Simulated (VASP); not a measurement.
Input of a VASP 6.6.1 run:

Contents of POSCAR:

```
TaSi2
1.0
    4.5599608997      0.0000000000      0.0000000000
   -2.2799804498      3.9490419795      0.0000000000
    0.0000000000      0.0000000000      6.3382129212
Ta Si
3 6
Direct
    0.5000000000      0.0000000000      0.0000000000
    0.5000000000      0.5000000000      0.6666666667
    0.0000000000      0.5000000000      0.3333333333
    0.1590364954      0.3180729907      0.0000000000
    0.8409635046      0.1590364954      0.6666666667
    0.6819270093      0.8409635046      0.3333333333
    0.8409635046      0.6819270093      0.0000000000
    0.1590364954      0.8409635046      0.6666666667
    0.3180729907      0.1590364954      0.3333333333
```

Contents of INCAR.step1:

```
PREC = Accurate
ENCUT = 520
ISMEAR = 0
SIGMA = 0.1
LREAL = F
LASPH = T
NELM = 100
NBANDS = 38
GGA = PE
ALGO = Normal
EDIFF = 1E-4
LWAVE = T
LCHARG = F
```

INCAR.step2

```
PREC = Accurate
ENCUT = 520
EDIFF = 1E-6
ISMEAR = 0
SIGMA = 0.1
LREAL = F
LASPH = T
NELM = 100
ALGO = Normal
ISIF = 2
LWAVE = F
LCHARG = F
METAGGA = R2SCAN
LMIXTAU = T
NBANDS = 38
ISTART = 1
```

KPOINTS

```
regular mesh
0
Gamma
  12 12 6
```

Potentials or basis: VASP PAW PBE potentials, release 64 (Ta_pv, Si).

The run is started by

```console
$ cat potpaw_PBE.64/Ta_pv/POTCAR potpaw_PBE.64/Si/POTCAR > POTCAR
$ cp INCAR.step1 INCAR
$ mpirun -np 1 vasp_std > vasp.out
$ cp INCAR.step2 INCAR
$ mpirun -np 1 vasp_std > vasp.out
```

(1) What does it give for the largest force?

(2) What does it give for the band gap on the k mesh?

(3) What does it give for the pressure?

Answers

(1) 0.012 eV/Å.

(2) zero (an odd number of electrons rules out a gap without spin polarisation).

(3) 33.1 GPa.

Caveat: the cell stands under pressure; the PAW data sets were made with another functional, which shifts forces and pressure a little; spin-orbit coupling is left out, which moves the levels of the heavy elements.
